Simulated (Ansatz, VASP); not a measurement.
# TiB: VASP beside Ansatz

```
Ti B
1.0
     0.00000    2.10100    2.13252
     2.10100    0.00000    2.13252
     2.10100    2.10100    0.00000
Ti B
1 1
Direct
  0.75000 0.75000 0.75000
  0.00000 0.00000 0.00000
```

Change from the starting cell: strain +0.0150 x Voigt [0, 0, 1, 0, 0, 0], atoms carried along.

Alike in both runs: task single point; functional PBEsol; k mesh 20 × 20 × 20; occupations gaussian, width 0.15 eV; no spin polarisation.

|  | VASP | Ansatz |
| --- | --- | --- |
| version | VASP 6.6.1 | Ansatz 0.2.0 |
| potentials or method | VASP PAW PBE potentials, release 64 (Ti_sv, B), cutoff 520 eV | scalar-relativistic, plane waves, PAW |
| valence electrons in the cell | 15 | 15 |

Ansatz gave:

| Property | Result |
| --- | --- |
| gap on the k mesh at the Fermi level (eV) | none |
| pressure (GPa) | 106.1 |
| traceless stress, the component that is largest in VASP (GPa) | 2.08 |

Problem. Estimate VASP's values.

Solution. gap on the k mesh at the Fermi level (eV): none; pressure (GPa): 106.0; traceless stress, the component that is largest in VASP (GPa): 2.06.

VASP's potentials were made for PBE, not for PBEsol. A gap of «none» marks a metal or a gap that the smearing closes. Both programs put the cell under a high pressure, so it lies far from rest at this level.

Noted on VASP's run: the cell as given lies far from equilibrium.
